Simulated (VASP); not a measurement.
The system is Hf.

```xyz
1
Lattice="-1.7550 1.7550 1.7550 1.7550 -1.7550 1.7550 1.7550 1.7550 -1.7550" Properties=species:S:1:pos:R:3 pbc="T T T"
Hf    0.0000    0.0000    0.0000
```

| Property | Result |
| --- | --- |
| Program | VASP 6.6.1 |
| Task | relaxation of cell and atoms |
| Functional | PBEsol |
| Potentials or basis | VASP PAW PBE potentials, release 64 (Hf_pv) |
| Cutoff | 600 eV |
| k mesh | 15 × 15 × 15 |
| Occupations | fermi-dirac, width 0.08 eV |
| Spin | no spin polarisation |

At the start: pressure -1.8 GPa; volume 21.62 Å³/atom.

Question: Where does the relaxation end?

Answer: Over 3 steps the energy falls by 2.2 meV/atom and the volume is 21.25 Å³/atom (-1.7 %); space group Im-3m (No. 229, to 0.05 Å).

Step by step:
```
step  energy change (eV)  largest force (eV/Å)  pressure (GPa)  volume (Å³)
   1              0.0000                0.0000           -1.84        21.62
   2              0.0003                0.0000            2.07        20.85
   3             -0.0022                0.0000           -0.01        21.25
```

Final structure:
```cif
data_structure
_symmetry_space_group_name_H-M 'P 1'
_symmetry_Int_Tables_number 1
_cell_length_a 3.0220
_cell_length_b 3.0220
_cell_length_c 3.0220
_cell_angle_alpha 109.471
_cell_angle_beta 109.471
_cell_angle_gamma 109.471
_cell_volume 21.25
loop_
_atom_site_label
_atom_site_type_symbol
_atom_site_fract_x
_atom_site_fract_y
_atom_site_fract_z
_atom_site_occupancy
Hf1 Hf 0.00000 0.00000 0.00000 1
```

Caveat: the PAW data sets were made with another functional, which shifts forces and pressure a little.
